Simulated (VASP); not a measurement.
Runs of VASP 6.6.1 on MoOs. The structure is that of space group P-6m2 (No. 187), or close to it. The cells are those of the table. 

```tsv
potentials or basis	cell	cutoff (eV)	gap on the mesh (eV)	pressure (GPa)
VASP PAW LDA potentials, release 64 (Mo_sv, Os)	a = 2.937, b = 2.937, c = 4.044 Å, angles 90.0, 90.0, 120.0°, 2 atoms	520	none	-7.6
VASP PAW LDA potentials, release 64 (Mo_sv, Os)	a = 2.820, b = 2.820, c = 4.386 Å, angles 90.0, 90.0, 120.0°, 2 atoms	520	none	(a)
VASP PAW LDA potentials, release 64 (Mo_sv, Os_sv_GW)	a = 2.997, b = 2.997, c = 3.884 Å, angles 90.0, 90.0, 120.0°, 2 atoms	500	none	-3.5
VASP PAW LDA potentials, release 64 (Mo_sv, Os)	a = 2.860, b = 2.860, c = 4.263 Å, angles 90.0, 90.0, 120.0°, 2 atoms	520	none	(b)
VASP PAW LDA potentials, release 64 (Mo_sv, Os)	a = 2.549, b = 2.549, c = 5.369 Å, angles 90.0, 90.0, 120.0°, 2 atoms	520	none	7.9
```

Alike in all rows: task single point; level LDA; no spin polarisation; k mesh 21 × 21 × 12; smearing gaussian 0.15 eV.

Q: Fill in the values left out.

A: (a) -14.7; (b) -12.9.

Caveats: spin-orbit coupling is left out, which moves the levels of the heavy elements; the cell stands under tension (at least some runs); the cell stands under pressure (at least some runs).

A k mesh can miss the band edges, and the runs leave out spin-orbit coupling on Mo, Os.

A gap of «none» marks levels without a gap at the run's occupations.

The runs don't all hold the same shells in valence.
